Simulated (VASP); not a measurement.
# Cd (P6_3/mmc) in VASP: notebook

Cd is run at these levels: PBEsol; tasks: single point.

Program: VASP 6.6.1. These are calculated values, not measurements. Logs are shortened: lines on timing, memory, paths and dates and some standing lists are left out, and cuts for length are marked.

### 1 The cell of the first run

The structure is hexagonal, space group P6_3/mmc (No. 194). Conventional cell: a = 2.927 Å, b = 2.927 Å, c = 5.727 Å, α = 90.00°, β = 90.00°, γ = 120.00°. Cd (site symmetry -6m2) has 12 Cd at 2.93 to 3.32 Å within 3.9 Å.

### 2 Single point, PBEsol

The input, INCAR:

```
PREC = Accurate
ENCUT = 520
EDIFF = 1E-7
ISMEAR = -1
SIGMA = 0.1
LREAL = F
LASPH = T
NELM = 80
ALGO = Normal
ISIF = 2
LWAVE = F
LCHARG = F
GGA = PS
NBANDS = 19
```

The input, KPOINTS:

```
regular mesh
0
Gamma
  12 12 6
```

The input, POSCAR:

```
Cd
1.0
    2.9273670096      0.0000000000      0.0000000000
   -1.4636835048      2.5351741965      0.0000000000
    0.0000000000      0.0000000000      5.7268036405
Cd
2
Direct
    0.3333333333      0.6666666667      0.2500000000
    0.6666666667      0.3333333333      0.7500000000
```

Potentials or basis: VASP PAW PBE potentials, release 64 (Cd).

Command:

```console
$ cat potpaw_PBE.64/Cd/POTCAR > POTCAR
$ mpirun -np 1 vasp_std > vasp.out
```

OUTCAR:

```text
PREC = Accurate
   ENCUT = 520
   EDIFF = 1E-7
   ISMEAR = -1
   LREAL = F
   LASPH = T
   NELM = 80
   ISIF = 2
   GGA = PS

 ion  position               nearest neighbor table
   1  0.333  0.667  0.250-   2 3.32   2 3.32   2 3.32   2 3.32   2 3.32   2 3.32
   2  0.667  0.333  0.750-   1 3.32   1 3.32   1 3.32   1 3.32   1 3.32   1 3.32

  LATTYP: Found a hexagonal cell.
 ALAT       =     2.9273670096
 C/A-ratio  =     1.9562984831

  Lattice vectors:

 A1 = (   2.9273670096,   0.0000000000,   0.0000000000)
 A2 = (  -1.4636835048,   2.5351741965,   0.0000000000)
 A3 = (   0.0000000000,   0.0000000000,   5.7268036405)

Analysis of symmetry for initial positions (statically):
=====================================================================
 Subroutine PRICEL returns:
 Original cell was already a primitive cell.

 Routine SETGRP: Setting up the symmetry group for a
 hexagonal supercell.

 Subroutine GETGRP returns: Found 24 space group operations
 (whereof 12 operations were pure point group operations)
 out of a pool of 24 trial point group operations.

The static configuration has the point symmetry D_3d.
 The point group associated with its full space group is D_6h.

Analysis of symmetry for dynamics (positions and initial velocities):
=====================================================================
 Subroutine PRICEL returns:
 Original cell was already a primitive cell.

 Routine SETGRP: Setting up the symmetry group for a
 hexagonal supercell.

 Subroutine GETGRP returns: Found 24 space group operations
 (whereof 12 operations were pure point group operations)
 out of a pool of 24 trial point group operations.

The dynamic configuration has the point symmetry D_3d.
 The point group associated with its full space group is D_6h.

 Subroutine INISYM returns: Found 24 space group operations
 (whereof 12 operations are pure point group operations),
 and found     1 'primitive' translations

----------------------------------------------------------------------------------------

                                     Primitive cell

  volume of cell :      42.5008

  direct lattice vectors                    reciprocal lattice vectors
     2.927367010  0.000000000  0.000000000     0.341603904  0.197225106  0.000000000
    -1.463683505  2.535174196  0.000000000     0.000000000  0.394450212  0.000000000
     0.000000000  0.000000000  5.726803641     0.000000000  0.000000000  0.174617476

  length of vectors
     2.927367010  2.927367010  5.726803641     0.394450212  0.394450212  0.174617476

  position of ions in fractional coordinates (direct lattice)
     0.333333333  0.666666667  0.250000000
     0.666666667  0.333333333  0.750000000

  ion indices of the primitive-cell ions
   primitive index   ion index
                 1           1
                 2           2

----------------------------------------------------------------------------------------

 KPOINTS: regular mesh

Automatic generation of k-mesh.
 Grid dimensions read from file:
 generate k-points for:   12   12    6

 Generating k-lattice:

  Cartesian coordinates                     Fractional coordinates (reciprocal lattice)
     0.028466992  0.016435426  0.000000000     0.083333333 -0.000000000  0.000000000
     0.000000000  0.032870851  0.000000000     0.000000000  0.083333333  0.000000000
     0.000000000  0.000000000  0.029102913     0.000000000  0.000000000  0.166666667

  Length of vectors
     0.032870851  0.032870851  0.029102913

  Shift w.r.t. Gamma in fractional coordinates (k-lattice)
     0.000000000  0.000000000  0.000000000

 Subroutine IBZKPT returns following result:
 ===========================================

 Found     76 irreducible k-points:

 Following reciprocal coordinates:
            Coordinates               Weight
  0.000000  0.000000  0.000000      1.000000
  0.083333  0.000000  0.000000      6.000000
  0.166667  0.000000  0.000000      6.000000
  0.250000 -0.000000  0.000000      6.000000
  0.333333  0.000000  0.000000      6.000000
  0.416667 -0.000000  0.000000      6.000000
[... 16 lines left out ...]
  0.250000 -0.000000  0.166667     12.000000
  0.333333  0.000000  0.166667     12.000000
 [... further k-points ...]
   k-points           NKPTS =     76   k-points in BZ     NKDIM =     76   number of bands    NBANDS=     19
   number of dos      NEDOS =    301   number of ions     NIONS =      2
   total plane-waves  NPLWV =  27648
   dimension x,y,z NGX =    24 NGY =   24 NGZ =   48
   dimension x,y,z NGXF=    48 NGYF=   48 NGZF=   96
   ions per type =               2
   NGX,Y,Z   is equivalent  to a cutoff of  13.63, 13.63, 13.93 a.u.
   NGXF,Y,Z  is equivalent  to a cutoff of  27.26, 27.26, 27.87 a.u.
 SYSTEM =  unknown system
   PREC   = accura    normal or accurate (medium, high low for compatibility)
   ISTART =      0    job   : 0-new  1-cont  2-samecut
   ICHARG =      2    charge: 1-file 2-atom 10-const
   ISPIN  =      1    spin polarized calculation?
   LNONCOLLINEAR =      F non collinear calculations
   LSORBIT =      F    spin-orbit coupling
   LASPH  =      T    aspherical Exc in radial PAW
   ENCUT  =  520.0 eV  38.22 Ry    6.18 a.u.   5.44  5.44 10.65*2*pi/ulx,y,z
   NELM   =     80;   NELMIN=  2; NELMDL= -5     # of ELM steps
   EDIFF  = 0.1E-06   stopping-criterion for ELM
   LREAL  =      F    real-space projection
   EDIFFG = 0.1E-05   stopping-criterion for IOM
   NSW    =      0    number of steps for IOM
   IBRION =     -1    ionic relax: 0-MD 1-quasi-New 2-CG
   NFREE  =      0    steps in history (QN), initial steepest desc. (CG)
   ISIF   =      2    stress and relaxation
   ISYM   =      2    0-nonsym 1-usesym 2-fastsym
   POTIM  = 0.5000    time-step for ionic-motion
   TEBEG  =    0.0;   TEEND  =   0.0 temperature during run
   PSTRESS=    0.0 pullay stress
   NELECT =      24.0000    total number of electrons
   NUPDOWN=      -1.0000    fix difference up-down
   EMIN   =  10.00;   EMAX   =-10.00  energy-range for DOS
   EFERMI =   0.00;   METHOD = LEGACY
   ISMEAR =    -1;   SIGMA  =   0.10  broadening in eV -4-tet -1-fermi 0-gaus
   EFERMI_NEDOS =   21; number of points for ismear=-14 and -15
   IALGO  =     38    algorithm
   IMIX   =      4    mixing-type and parameters
     AMIX     =   0.40;   BMIX     =  1.00
     AMIX_MAG =   1.60;   BMIX_MAG =  1.00
  volume/ion in A,a.u.               =      21.25       143.40
  Fermi-wavevector in a.u.,A,eV,Ry     =   1.353151  2.557084 24.912495  1.831017
  Thomas-Fermi vector in A             =   2.480430
   LORBIT       =      0    0 simple, 1 ext, 2 COOP (PROOUT), +10 PAW based schemes
   GGA     = PS    functional components
   LHFCALC =     F    Hartree Fock is set to
   AEXX    =    0.0000 exact exchange contribution
   IVDW    =     0    specifies the selected vdW correction
   LEPSILON=     F    determine dielectric tensor
   LRPA    =     F    only Hartree local field effects (RPA)
 non-spin polarized calculation
  energy-cutoff  :      520.00
  volume of cell :       42.50
 maximum number of plane-waves:      1171
 NGX is ok and might be reduce to    24
   NGX = 11   NGY = 11   NGZ = 21

 number of electron      24.0000009 magnetization

 Free energy of the ion-electron system (eV)
  ---------------------------------------------------
  ext. energy  EPLUGINS =         0.00000000
  ---------------------------------------------------
  free energy    TOTEN  =        -2.41154937 eV

  energy without entropy =       -2.39935793  energy(sigma->0) =       -2.40545365

 E-fermi :   2.9048     XC(G=0): -11.2838

 val. band max:        2.8533687014   @ k =   0.1667   0.0833   0.1667
 cond. band min:       3.1478869566   @ k =   0.5000  -0.0000   0.5000
 fundamental gap:      0.2945182552
 Fermi energy:         2.9047697419

 k-point     1 :       0.0000    0.0000    0.0000
  band No.  band energies     occupation
      1      -7.0790      2.00000
      2      -6.8583      2.00000
      3      -6.3693      2.00000
      4      -6.3693      2.00000
      5      -6.3250      2.00000
      6      -6.3250      2.00000
[... 11 lines left out ...]
     18      18.5683      0.00000
     19      18.9698      0.00000

 k-point     2 :       0.0833    0.0000    0.0000
  band No.  band energies     occupation
      1      -6.9973      2.00000
      2      -6.7708      2.00000
      3      -6.4006      2.00000
      4      -6.3535      2.00000
      5      -6.2985      2.00000
      6      -6.2560      2.00000
[... 11 lines left out ...]
     18      17.5845      0.00000
     19      19.4529      0.00000

 k-point     3 :       0.1667    0.0000    0.0000
  band No.  band energies     occupation
      1      -6.8551      2.00000
      2      -6.6429      2.00000
      3      -6.4694      2.00000
      4      -6.3322      2.00000
      5      -6.1001      2.00000
      6      -6.0634      2.00000
[... 11 lines left out ...]
     18      17.1126      0.00000
     19      17.2559      0.00000

 k-point     4 :       0.2500   -0.0000    0.0000
  band No.  band energies     occupation
      1      -6.9129      2.00000
      2      -6.7222      2.00000
      3      -6.3332      2.00000
      4      -6.3044      2.00000
      5      -6.1209      2.00000
      6      -6.0172      2.00000
[... 11 lines left out ...]
     18      15.3871      0.00000
     19      16.7301      0.00000

 k-point     5 :       0.3333    0.0000    0.0000
  band No.  band energies     occupation
      1      -7.0600      2.00000
      2      -6.8835      2.00000
      3      -6.5650      2.00000
      4      -6.1814      2.00000
      5      -6.1394      2.00000
      6      -5.9679      2.00000
[... 11 lines left out ...]
     18      16.4412      0.00000
     19      16.5201      0.00000

 k-point     6 :       0.4167   -0.0000    0.0000
  band No.  band energies     occupation
      1      -7.1775      2.00000
      2      -7.0043      2.00000
      3      -6.7350      2.00000
      4      -6.2960      2.00000
      5      -6.0164      2.00000
      6      -6.0063      2.00000
[... 11 lines left out ...]
     18      16.2714      0.00000
     19      16.2988      0.00000

 k-point     7 :       0.5000   -0.0000    0.0000
  band No.  band energies     occupation
      1      -7.2210      2.00000
      2      -7.0483      2.00000
      3      -6.7935      2.00000
      4      -6.3371      2.00000
      5      -6.0339      2.00000
      6      -5.9578      2.00000
[... 11 lines left out ...]
     18      15.9897      0.00000
     19      16.2153      0.00000

 k-point     8 :       0.0833    0.0833    0.0000
  band No.  band energies     occupation
      1      -6.8619      2.00000
      2      -6.6543      2.00000
      3      -6.4486      2.00000
      4      -6.4026      2.00000
      5      -6.1555      2.00000
      6      -6.1462      2.00000
[... 256 lines left out ...]
 k-point    20 :       0.0000    0.0000    0.1667
  band No.  band energies     occupation
      1      -7.0643      2.00000
      2      -6.8726      2.00000
      3      -6.3693      2.00000
      4      -6.3693      2.00000
      5      -6.3304      2.00000
      6      -6.3304      2.00000
[... 11 lines left out ...]
     18      18.6811      0.00000
     19      18.7935      0.00000

 k-point    21 :       0.0833    0.0000    0.1667
  band No.  band energies     occupation
      1      -6.9822      2.00000
      2      -6.7857      2.00000
      3      -6.4000      2.00000
      4      -6.3594      2.00000
      5      -6.2989      2.00000
      6      -6.2615      2.00000
[... 11 lines left out ...]
     18      18.6012      0.00000
     19      18.8386      0.00000

 k-point    22 :       0.1667    0.0000    0.1667
  band No.  band energies     occupation
      1      -6.8408      2.00000
      2      -6.6558      2.00000
      3      -6.4618      2.00000
      4      -6.3542      2.00000
      5      -6.1028      2.00000
      6      -6.0696      2.00000
[... 11 lines left out ...]
     18      17.2126      0.00000
     19      18.4827      0.00000

 k-point    23 :       0.2500   -0.0000    0.1667
  band No.  band energies     occupation
      1      -6.8996      2.00000
      2      -6.7336      2.00000
      3      -6.4198      2.00000
      4      -6.2262      2.00000
      5      -6.1843      2.00000
      6      -5.9492      2.00000
[... 11 lines left out ...]
     18      16.1218      0.00000
     19      16.8439      0.00000

 k-point    24 :       0.3333    0.0000    0.1667
  band No.  band energies     occupation
      1      -7.0465      2.00000
      2      -6.8960      2.00000
      3      -6.5915      2.00000
      4      -6.2970      2.00000
      5      -6.0502      2.00000
      6      -5.9441      2.00000
[... 11 lines left out ...]
     18      15.1562      0.00000
     19      16.5037      0.00000

 [... further k-points ...]

------------------------ aborting loop because EDIFF is reached ----------------------------------------

  FORCE on cell =-STRESS in cart. coord.  units (eV):
  Direction    XX          YY          ZZ          XY          YZ          ZX
  --------------------------------------------------------------------------------------
  -------------------------------------------------------------------------------------
  Total        0.1320543      0.1320543      0.0516889      0.0000000      0.0000000      0.0000000
  in kB        4.9781240      4.9781240      1.9485457      0.0000000      0.0000000      0.0000000
  external PRESSURE =       3.9682646 kB  Pullay stress =       0.0000000 kB

 VOLUME and BASIS-vectors are now :
 -----------------------------------------------------------------------------
  energy-cutoff  :      520.00
  volume of cell :       42.50
      direct lattice vectors                 reciprocal lattice vectors
     2.927367010  0.000000000  0.000000000     0.341603904  0.197225106  0.000000000
    -1.463683505  2.535174196  0.000000000     0.000000000  0.394450212  0.000000000
     0.000000000  0.000000000  5.726803641     0.000000000  0.000000000  0.174617476

 POSITION                                       TOTAL-FORCE (eV/Angst)
 -----------------------------------------------------------------------------------
     -0.00000      1.69012      1.43170         0.000000     -0.000000      0.000000
      1.46368      0.84506      4.29510        -0.000000      0.000000      0.000000
 -----------------------------------------------------------------------------------
    total drift:                               -0.000000      0.000000     -0.000000

  FREE ENERGIE OF THE ION-ELECTRON SYSTEM (eV)
  ---------------------------------------------------
  free  energy   TOTEN  =        -2.4115493688 eV

  energy  without entropy=       -2.3993579344  energy(sigma->0) =       -2.40545365
```

It took 43 s on 1 thread of Intel Xeon Platinum 8259CL at 2.50GHz (Skylake/Cascade Lake), shared host; peak memory 0.19 GiB.

Results:

- Free energy: -2.4115 eV
- Pressure: 0.4 GPa
- Band gap on the k mesh: zero (band 12 reaches 4.10 eV, above the bottom of band 13 at -0.36 eV)

Caveat: the PAW data sets were made with another functional, which shifts forces and pressure a little.

(Continued in part 2 of 2.)
